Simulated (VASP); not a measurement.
Ho3F2:

```
CELL_PARAMETERS angstrom
4.40281 0.00000 0.00000
-2.20141 3.81295 0.00000
0.00000 0.00000 5.31599
ATOMIC_POSITIONS crystal
Ho 0.00000 0.00000 0.00000
Ho 0.33333 0.66667 0.62500
Ho 0.66667 0.33333 0.37500
F 0.33333 0.66667 0.13800
F 0.66667 0.33333 0.86200
```

The cell was generated, and may not be a known phase.

```yaml
Program: VASP 6.6.1
Task: relaxation of cell and atoms
Functional: PBE
Potentials_or_basis: VASP PAW PBE potentials, release 64 (Ho_3, F), 4f in core
Cutoff: 600 eV
k_mesh: 6 × 6 × 4
Occupations: gaussian, width 0.1 eV
Spin: no spin polarisation
```

At the start: pressure 8.2 GPa; volume 17.85 Å³/atom.

Problem. Where does the relaxation end?

Solution. Over 45 steps the energy falls by 590.8 meV/atom and the volume is 23.74 Å³/atom (+33.0 %); space group P-3m1 (No. 164, to 0.1 Å) before, P6/mmm (No. 191, to 0.1 Å).

The path:
```
step  energy change (eV)  largest force (eV/Å)  pressure (GPa)  volume (Å³)
   1              0.0000                0.9802            8.20        89.24
   3             -0.5926                0.8379           -1.40       107.41
   5             -0.8512                0.8769           -1.38       108.43
   7             -1.0709                0.7494           -0.23       107.52
   9             -1.3657                1.6604            3.35       108.30
  11             -1.4625                2.8101            4.82       111.80
  13             -1.4555                5.4045            4.39       124.57
  15             -1.8761                2.8960            1.32       121.82
  17             -2.1789                1.3571           -5.09       131.54
  19             -2.6548                0.9863           -2.73       124.77
  21             -2.7155                0.8514           -1.44       122.85
  23             -2.7439                0.5109           -0.07       121.07
  25             -2.7708                0.3475           -0.16       120.55
  27             -2.7812                0.5843           -0.40       120.17
  29             -2.8199                0.3070            0.23       117.83
  31             -2.8371                0.3847            0.59       117.26
  33             -2.8598                0.6159            2.96       116.22
  35             -2.8854                0.4663            1.75       116.89
  37             -2.9316                0.2188            0.26       119.15
  39             -2.9413                0.0700           -0.86       120.91
  41             -2.9511                0.0841           -0.24       119.53
  43             -2.9525                0.1260            0.11       118.78
  45             -2.9540                0.0317           -0.04       118.69
```

Final structure:
```
Ho F
1.0
     5.65371    0.00000    0.00000
    -2.82685    4.89625    0.00000
     0.00000    0.00000    4.28758
Ho F
3 2
Direct
  0.00000 0.00000 0.00000
  0.33333 0.66667 0.50334
  0.66667 0.33333 0.49666
  0.33333 0.66667 0.00363
  0.66667 0.33333 0.99637
```

Caveat: the volume moved by over 15 % at a fixed basis, so the end points are rough; an odd number of electrons without spin polarisation forces a metal; a magnetic or distorted state may lie lower; the run has no spin polarisation, though such a crystal can be magnetic.
